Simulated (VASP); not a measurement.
A run of VASP 6.6.1 is set up as follows.

The input INCAR:

```
SYSTEM = SiC
PREC = Accurate
ENCUT = 520
EDIFF = 1E-8
ISMEAR = -1
SIGMA = 0.08
LREAL = .FALSE.
LASPH = .TRUE.
NELM = 60
ALGO = Normal
ISIF = 2
LWAVE = .FALSE.
LCHARG = .FALSE.
GGA = PE
LEFG = .TRUE.
NBANDS = 16
```

Contents of KPOINTS:

```
Automatic mesh
0
G
  15 15 8
  0 0 0
```

The input POSCAR:

```
SiC
1.0
    3.0862175446      0.0000000000      0.0000000000
   -1.5431087723      2.6727427953      0.0000000000
    0.0000000000      0.0000000000      5.0647708873
Si C
2 2
Direct
    0.3333333333      0.6666666667      0.0000000000
    0.6666666667      0.3333333333      0.5000000000
    0.3333333333      0.6666666667      0.3850000000
    0.6666666667      0.3333333333      0.8850000000
```

Potentials or basis: VASP PAW PBE potentials, release 64 (Si, C).

Run with:

```console
$ cat potpaw_PBE.64/Si/POTCAR potpaw_PBE.64/C/POTCAR > POTCAR
$ mpirun -np 1 vasp_std > vasp.out
```

Task: What does it give for the largest force?

Result: 0.737 eV/Å.

Task: What does it give for the band gap on the k mesh?

Result: 2.34 eV, indirect (least direct gap 4.07 eV).

Task: What does it give for the pressure?

Result: 1.4 GPa.

Forces in eV/Å, atoms in the order of the input:
```
Si   0.000  0.000  0.737
Si   0.000  0.000  0.737
C    0.000  0.000 -0.737
C    0.000  0.000 -0.737
```

Caveat: without QUAD_EFG the Cq values of the log hold for a quadrupole moment of 1 mb, not for the nuclei. A k mesh can miss the band edges.
